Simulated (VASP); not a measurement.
# As (P6_3/mmc) in VASP: notebook

The runs below take As through single point, relaxation of cell and atoms, with PBEsol.

Everything below comes from runs of VASP 6.6.1. Logs are shortened: lines on timing, memory, paths and dates and some standing lists are left out, and cuts for length are marked.

**1. The cell of the first run**

The structure is hexagonal, space group P6_3/mmc (No. 194). The conventional cell has a = 4.359 Å, b = 4.359 Å, c = 5.707 Å, α = 90.00°, β = 90.00°, γ = 120.00°. As (site symmetry -6m2) has 5 As at 2.52 to 2.85 Å within 3.3 Å. Within 3.3 Å of As (site symmetry -6m2) lie 3 As at 2.52 Å.

**2. Single point, PBEsol**

INCAR

```
PREC     = Accurate       # precision mode
ENCUT    = 520            # plane-wave cutoff, eV
EDIFF    = 1E-7           # SCF threshold, eV
ISMEAR   = 0              # smearing method
SIGMA    = 0.1            # smearing width, eV
LREAL    = F              # projectors in reciprocal space
LASPH    = T              # aspherical terms in the spheres
NELM     = 60             # most SCF steps
ALGO     = Normal         # electronic algorithm
ISIF     = 2              # what is computed and relaxed
LWAVE    = F              # write WAVECAR
LCHARG   = F              # write CHGCAR
GGA      = PS             # functional
NBANDS   = 18             # bands
```

KPOINTS

```
Automatic mesh
0
Gamma
  6 6 2
```

POSCAR

```
As
1.0
    4.3594699120      0.0000000000      0.0000000000
   -2.1797349560      3.7754116909      0.0000000000
    0.0000000000      0.0000000000      5.7073690460
As
4
Direct
    0.0000000000      0.0000000000      0.2500000000
    0.0000000000      0.0000000000      0.7500000000
    0.3333333333      0.6666666667      0.7500000000
    0.6666666667      0.3333333333      0.2500000000
```

Potentials or basis: VASP PAW PBE potentials, release 64 (As).

Run with:

```bash
cat potpaw_PBE.64/As/POTCAR > POTCAR
mpirun -np 1 vasp_std > vasp.out
```

OUTCAR:

```text
PREC = Accurate
   ENCUT = 520
   EDIFF = 1E-7
   ISMEAR = 0
   LREAL = F
   LASPH = T
   NELM = 60
   ISIF = 2
   GGA = PS

 ion  position               nearest neighbor table
   1  0.000  0.000  0.250-   4 2.52   4 2.52   4 2.52   2 2.85   2 2.85
   2  0.000  0.000  0.750-   3 2.52   3 2.52   3 2.52   1 2.85   1 2.85
   3  0.333  0.667  0.750-   2 2.52   2 2.52   2 2.52
   4  0.667  0.333  0.250-   1 2.52   1 2.52   1 2.52

  LATTYP: Found a hexagonal cell.
 ALAT       =     4.3594699120
 C/A-ratio  =     1.3091887686

  Lattice vectors:

 A1 = (   4.3594699120,   0.0000000000,   0.0000000000)
 A2 = (  -2.1797349560,   3.7754116909,   0.0000000000)
 A3 = (   0.0000000000,   0.0000000000,   5.7073690460)

Analysis of symmetry for initial positions (statically):
=====================================================================
 Subroutine PRICEL returns:
 Original cell was already a primitive cell.

 Routine SETGRP: Setting up the symmetry group for a
 hexagonal supercell.

 Subroutine GETGRP returns: Found 24 space group operations
 (whereof 12 operations were pure point group operations)
 out of a pool of 24 trial point group operations.

The static configuration has the point symmetry D_3d.
 The point group associated with its full space group is D_6h.

Analysis of symmetry for dynamics (positions and initial velocities):
=====================================================================
 Subroutine PRICEL returns:
 Original cell was already a primitive cell.

 Routine SETGRP: Setting up the symmetry group for a
 hexagonal supercell.

 Subroutine GETGRP returns: Found 24 space group operations
 (whereof 12 operations were pure point group operations)
 out of a pool of 24 trial point group operations.

The dynamic configuration has the point symmetry D_3d.
 The point group associated with its full space group is D_6h.

 Subroutine INISYM returns: Found 24 space group operations
 (whereof 12 operations are pure point group operations),
 and found     1 'primitive' translations

----------------------------------------------------------------------------------------

                                     Primitive cell

  volume of cell :      93.9364

  direct lattice vectors                    reciprocal lattice vectors
     4.359469912  0.000000000  0.000000000     0.229385687  0.132435888  0.000000000
    -2.179734956  3.775411691  0.000000000     0.000000000  0.264871776  0.000000000
     0.000000000  0.000000000  5.707369046     0.000000000  0.000000000  0.175212080

  length of vectors
     4.359469912  4.359469912  5.707369046     0.264871776  0.264871776  0.175212080

  position of ions in fractional coordinates (direct lattice)
     0.000000000  0.000000000  0.250000000
     0.000000000  0.000000000  0.750000000
     0.333333333  0.666666667  0.750000000
     0.666666667  0.333333333  0.250000000

  ion indices of the primitive-cell ions
   primitive index   ion index
                 1           1
                 2           2
                 3           3
                 4           4

----------------------------------------------------------------------------------------

 KPOINTS: Automatic mesh

Automatic generation of k-mesh.
 Grid dimensions read from file:
 generate k-points for:    6    6    2

 Generating k-lattice:

  Cartesian coordinates                     Fractional coordinates (reciprocal lattice)
     0.038230948  0.022072648  0.000000000     0.166666667  0.000000000  0.000000000
     0.000000000  0.044145296  0.000000000     0.000000000  0.166666667  0.000000000
     0.000000000  0.000000000  0.087606040     0.000000000  0.000000000  0.500000000

  Length of vectors
     0.044145296  0.044145296  0.087606040

  Shift w.r.t. Gamma in fractional coordinates (k-lattice)
     0.000000000  0.000000000  0.000000000

 Subroutine IBZKPT returns following result:
 ===========================================

 Found     14 irreducible k-points:

 Following reciprocal coordinates:
            Coordinates               Weight
  0.000000  0.000000  0.000000      1.000000
  0.166667  0.000000  0.000000      6.000000
  0.333333  0.000000  0.000000      6.000000
  0.500000 -0.000000  0.000000      3.000000
  0.166667  0.166667  0.000000      6.000000
  0.333333  0.166667  0.000000     12.000000
  0.333333  0.333333  0.000000      2.000000
  0.000000  0.000000  0.500000      1.000000
  0.166667  0.000000  0.500000      6.000000
  0.333333  0.000000  0.500000      6.000000
  0.500000 -0.000000  0.500000      3.000000
  0.166667  0.166667  0.500000      6.000000
  0.333333  0.166667  0.500000     12.000000
  0.333333  0.333333  0.500000      2.000000
   k-points           NKPTS =     14   k-points in BZ     NKDIM =     14   number of bands    NBANDS=     18
   number of dos      NEDOS =    301   number of ions     NIONS =      4
   total plane-waves  NPLWV =  43008
   dimension x,y,z NGX =    32 NGY =   32 NGZ =   42
   dimension x,y,z NGXF=    64 NGYF=   64 NGZF=   84
   ions per type =               4
   NGX,Y,Z   is equivalent  to a cutoff of  12.20, 12.20, 12.23 a.u.
   NGXF,Y,Z  is equivalent  to a cutoff of  24.41, 24.41, 24.47 a.u.
 SYSTEM =  unknown system
   PREC   = accura    normal or accurate (medium, high low for compatibility)
   ISTART =      0    job   : 0-new  1-cont  2-samecut
   ICHARG =      2    charge: 1-file 2-atom 10-const
   ISPIN  =      1    spin polarized calculation?
   LNONCOLLINEAR =      F non collinear calculations
   LSORBIT =      F    spin-orbit coupling
   LASPH  =      T    aspherical Exc in radial PAW
   ENCUT  =  520.0 eV  38.22 Ry    6.18 a.u.   8.11  8.11 10.61*2*pi/ulx,y,z
   NELM   =     60;   NELMIN=  2; NELMDL= -5     # of ELM steps
   EDIFF  = 0.1E-06   stopping-criterion for ELM
   LREAL  =      F    real-space projection
   EDIFFG = 0.1E-05   stopping-criterion for IOM
   NSW    =      0    number of steps for IOM
   IBRION =     -1    ionic relax: 0-MD 1-quasi-New 2-CG
   NFREE  =      0    steps in history (QN), initial steepest desc. (CG)
   ISIF   =      2    stress and relaxation
   ISYM   =      2    0-nonsym 1-usesym 2-fastsym
   POTIM  = 0.5000    time-step for ionic-motion
   TEBEG  =    0.0;   TEEND  =   0.0 temperature during run
   PSTRESS=    0.0 pullay stress
   NELECT =      20.0000    total number of electrons
   NUPDOWN=      -1.0000    fix difference up-down
   EMIN   =  10.00;   EMAX   =-10.00  energy-range for DOS
   EFERMI =   0.00;   METHOD = LEGACY
   ISMEAR =     0;   SIGMA  =   0.10  broadening in eV -4-tet -1-fermi 0-gaus
   EFERMI_NEDOS =   21; number of points for ismear=-14 and -15
   IALGO  =     38    algorithm
   IMIX   =      4    mixing-type and parameters
     AMIX     =   0.40;   BMIX     =  1.00
     AMIX_MAG =   1.60;   BMIX_MAG =  1.00
  volume/ion in A,a.u.               =      23.48       158.48
  Fermi-wavevector in a.u.,A,eV,Ry     =   0.977553  1.847307 13.001853  0.955609
  Thomas-Fermi vector in A             =   2.108259
   LORBIT       =      0    0 simple, 1 ext, 2 COOP (PROOUT), +10 PAW based schemes
   GGA     = PS    functional components
   LHFCALC =     F    Hartree Fock is set to
   AEXX    =    0.0000 exact exchange contribution
   IVDW    =     0    specifies the selected vdW correction
   LEPSILON=     F    determine dielectric tensor
   LRPA    =     F    only Hartree local field effects (RPA)
 non-spin polarized calculation
 Gauss-broadening in eV      SIGMA  =   0.10
  energy-cutoff  :      520.00
  volume of cell :       93.94
 maximum number of plane-waves:      2554
   NGX = 17   NGY = 17   NGZ = 21

 number of electron      20.0000002 magnetization

 Free energy of the ion-electron system (eV)
  ---------------------------------------------------
  ext. energy  EPLUGINS =         0.00000000
  ---------------------------------------------------
  free energy    TOTEN  =       -18.62141305 eV

  energy without entropy =      -18.60546094  energy(sigma->0) =      -18.61343699

 E-fermi :   4.2200     XC(G=0):  -9.7000

 val. band max:        4.2149770288   @ k =   0.3333   0.1667   0.0000
 cond. band min:       4.2502047398   @ k =   0.1667   0.0000   0.0000
 fundamental gap:      0.0352277110
 Fermi energy:         4.2200447543

 k-point     1 :       0.0000    0.0000    0.0000
  band No.  band energies     occupation
      1     -10.1894      2.00000
      2      -8.2499      2.00000
      3      -2.7939      2.00000
      4      -1.7188      2.00000
      5      -1.4385      2.00000
      6       0.3040      2.00000
[... 10 lines left out ...]
     17       9.9933      0.00000
     18      10.2066      0.00000

 k-point     2 :       0.1667    0.0000    0.0000
  band No.  band energies     occupation
      1      -9.9493      2.00000
      2      -8.0433      2.00000
      3      -3.9552      2.00000
      4      -2.7012      2.00000
      5      -1.4827      2.00000
      6      -0.1693      2.00000
[... 10 lines left out ...]
     17      10.0848      0.00000
     18      11.0639      0.00000

 k-point     3 :       0.3333    0.0000    0.0000
  band No.  band energies     occupation
      1      -9.2703      2.00000
      2      -7.5301      2.00000
      3      -5.6182      2.00000
      4      -4.4253      2.00000
      5      -0.8445      2.00000
      6      -0.7603      2.00000
[... 10 lines left out ...]
     17       9.3276      0.00000
     18      11.7231      0.00000

 k-point     4 :       0.5000   -0.0000    0.0000
  band No.  band energies     occupation
      1      -8.6018      2.00000
      2      -7.4988      2.00000
      3      -5.9303      2.00000
      4      -5.6068      2.00000
      5      -0.9845      2.00000
      6      -0.3180      2.00000
[... 165 lines left out ...]
      4      -4.7447      2.00000
      5      -0.3378      2.00000
      6      -0.3378      2.00000
[... 10 lines left out ...]
     17      11.3318      0.00000
     18      11.3318      0.00000

 k-point    13 :       0.3333    0.1667    0.5000
  band No.  band energies     occupation
      1      -7.9464      2.00000
      2      -7.9464      2.00000
      3      -6.1037      2.00000
      4      -6.1037      2.00000
      5      -0.9654      2.00000
      6      -0.9654      2.00000
[... 10 lines left out ...]
     17      10.5276      0.00000
     18      10.5276      0.00000

 k-point    14 :       0.3333    0.3333    0.5000
  band No.  band energies     occupation
      1      -7.2559      2.00000
      2      -7.2559      2.00000
      3      -6.9064      2.00000
      4      -6.9064      2.00000
      5      -1.4745      2.00000
      6      -1.4745      2.00000
[... 10 lines left out ...]
     17      10.3496      0.00000
     18      10.3496      0.00000

------------------------ aborting loop because EDIFF is reached ----------------------------------------

  FORCE on cell =-STRESS in cart. coord.  units (eV):
  Direction    XX          YY          ZZ          XY          YZ          ZX
  --------------------------------------------------------------------------------------
  -------------------------------------------------------------------------------------
  Total        0.2078391      0.2078391      0.0120347      0.0000000      0.0000000      0.0000000
  in kB        3.5448986      3.5448986      0.2052630      0.0000000      0.0000000      0.0000000
  external PRESSURE =       2.4316867 kB  Pullay stress =       0.0000000 kB

 VOLUME and BASIS-vectors are now :
 -----------------------------------------------------------------------------
  energy-cutoff  :      520.00
  volume of cell :       93.94
      direct lattice vectors                 reciprocal lattice vectors
     4.359469912  0.000000000  0.000000000     0.229385687  0.132435888  0.000000000
    -2.179734956  3.775411691  0.000000000     0.000000000  0.264871776  0.000000000
     0.000000000  0.000000000  5.707369046     0.000000000  0.000000000  0.175212080

 POSITION                                       TOTAL-FORCE (eV/Angst)
 -----------------------------------------------------------------------------------
      0.00000      0.00000      1.42684         0.000000      0.000000     -0.000000
      0.00000      0.00000      4.28053        -0.000000      0.000000     -0.000000
     -0.00000      2.51694      4.28053        -0.000000      0.000000      0.000000
      2.17973      1.25847      1.42684         0.000000      0.000000     -0.000000
 -----------------------------------------------------------------------------------
    total drift:                               -0.000000      0.000000     -0.000000

  FREE ENERGIE OF THE ION-ELECTRON SYSTEM (eV)
  ---------------------------------------------------
  free  energy   TOTEN  =       -18.6214130485 eV

  energy  without entropy=      -18.6054609411  energy(sigma->0) =      -18.61343699
```

It took 17 s on 1 thread of Intel Xeon Platinum 8375C at 2.90GHz (Ice Lake), shared host; peak memory 0.19 GiB.

Results:

```
Free energy            : -18.6214 eV
Pressure               : 0.2 GPa
Band gap on the k mesh : zero (band 10 reaches 4.91 eV, above the bottom of band 11 at 4.21 eV)
```

Stress tensor (GPa, compression positive):
```
0.35 0.00 0.00
0.00 0.35 0.00
0.00 0.00 0.02
```

Caveat: the k points lie up to 0.55 Å⁻¹ apart; the PAW data sets were made with another functional, which shifts forces and pressure a little.

(Continued in part 2 of 2.)
